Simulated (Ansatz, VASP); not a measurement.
CoO in VASP and in Ansatz

The input INCAR:

```
SYSTEM = CoO
PREC = Accurate ; ENCUT = 520
EDIFF = 1E-7 ; ISMEAR = 0
SIGMA = 0.1 ; LREAL = .False.
LASPH = .True. ; NELM = 150
ALGO = Normal ; ISIF = 2
LWAVE = .False. ; LCHARG = .True.
ISPIN = 2 ; MAGMOM = 4.5 2.5
LORBIT = 11 ; LMAXMIX = 4
GGA = PS ; LELF = .True.
LVHAR = .True. ; NBANDS = 18
```

KPOINTS

```
regular mesh
0
Gamma
  18 18 18
  0 0 0
```

The input POSCAR:

```
CoO
1.0
    1.5054695445      0.8691832468      2.4399269062
   -1.5054695445      0.8691832468      2.4399269062
    0.0000000000     -1.7383664936      2.4399269062
Co O
1 1
Direct
    0.0000000000      0.0000000000      0.0000000000
    0.5000000000      0.5000000000      0.5000000000
```

Input for Ansatz:

```yaml
crystal:
  lattice:
    - [1.5054695445, 0.8691832468, 2.4399269062]
    - [-1.5054695445, 0.8691832468, 2.4399269062]
    - [0.0, -1.7383664936, 2.4399269062]
  atoms:
    - { symbol: Co, position: [0.0, 0.0, 0.0], spin: 4.5 }
    - { symbol: O, position: [0.5, 0.5, 0.5], spin: 2.5 }
basis:
  ecutwfc: 420
kpoints:
  mp_grid: { grid: [18, 18, 18] }
hamiltonian:
  xc: pbesol
scf:
  occupations: { method: gaussian, width: 0.1 }
  lower_state_search: "off"
output:
  forces: true
  stress: true
  eigenvalues: true
  populations: true
magnetization:
  spin_polarized: true
```

Alike in both runs: task single point; functional PBEsol; k mesh 18 × 18 × 18; occupations gaussian, width 0.1 eV; collinear spin.

|  | VASP | Ansatz |
| --- | --- | --- |
| version | VASP 6.6.1 | Ansatz 0.2.0 |
| potentials or method | VASP PAW PBE potentials, release 64 (Co, O), cutoff 520 eV | scalar-relativistic, plane waves, PAW |
| valence electrons in the cell | 15 | 23 |

```tsv
	VASP	Ansatz	Ansatz less VASP
gap on the k mesh at the Fermi level (eV)	none	none	-
pressure (GPa)	-9.5	-9.0	+0.53
traceless stress, the component that is largest in VASP (GPa)	-0.25	-0.28	-0.030
net moment per atom (μB)	1.47	1.48	+0.013
size of the moment on the site where the two differ most (μB)	2.56	2.50	-0.063
```

VASP's potentials were made for PBE, not for PBEsol. Site moments also hang on the region over which each program counts them. A gap of «none» marks a metal or a gap that the smearing closes. The functional is the same, so the differences come from potentials, cutoffs and numerics. VASP's potentials hold 15 valence electrons a cell and Ansatz's 23, so a difference there can come from the potentials and not from the codes.
